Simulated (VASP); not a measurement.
Crystal: CdSe (CsCl type).

```xyz
2
Lattice="3.1053 0.0000 0.0000 0.0000 3.1053 0.0000 0.0000 0.0000 3.1053" Properties=species:S:1:pos:R:3 pbc="T T T"
Cd    0.0000    0.0000    0.0000
Se    1.5527    1.5527    1.5527
```

| Property | Result |
| --- | --- |
| Program | VASP 6.6.1 |
| Task | relaxation of cell and atoms |
| Functional | PBE |
| Potentials or basis | VASP PAW PBE potentials, release 64 (Cd, Se) |
| Cutoff | 600 eV |
| k mesh | 12 × 12 × 12 |
| Occupations | fermi-dirac, width 0.05 eV |
| Spin | no spin polarisation |

At the start: pressure 64.5 GPa; volume 14.97 Å³/atom.

Where does the relaxation end?

Over 19 steps the energy falls by 1031.8 meV/atom and the volume is 22.57 Å³/atom (+50.7 %); space group Pm-3m (No. 221, to 0.1 Å) before and after.

Step by step:
```tsv
step	energy change (eV)	largest force (eV/Å)	pressure (GPa)	volume (Å³)
1	0.0000	0.0000	64.46	29.94
2	-1.2940	0.0000	-8.84	64.37
3	-2.0636	0.0000	-0.14	45.21
4	-2.0635	0.0000	0.31	44.87
5	-2.0635	0.0000	0.34	44.87
6	-2.0635	0.0000	0.32	44.87
7	-2.0635	0.0000	0.31	44.87
8	-2.0635	0.0000	0.31	44.87
9	-2.0635	0.0000	0.32	44.87
10	-2.0635	0.0000	0.32	44.87
11	-2.0635	0.0000	0.32	44.87
12	-2.0635	0.0000	0.32	44.88
13	-2.0635	0.0000	0.33	44.88
14	-2.0635	0.0000	0.31	44.88
15	-2.0635	0.0000	0.30	44.89
16	-2.0635	0.0000	0.27	44.91
17	-2.0636	0.0000	0.23	44.94
18	-2.0637	0.0000	0.14	45.00
19	-2.0637	0.0000	-0.03	45.13
```

Final structure:
```xyz
2
Lattice="3.5604 0.0000 0.0000 0.0000 3.5604 0.0000 0.0000 0.0000 3.5604" Properties=species:S:1:pos:R:3 pbc="T T T"
Cd    3.5604    0.0000    0.0000
Se    1.7802    1.7802    1.7802
```

Caveat: the volume moved by over 15 % at a fixed basis, so the end points are rough.
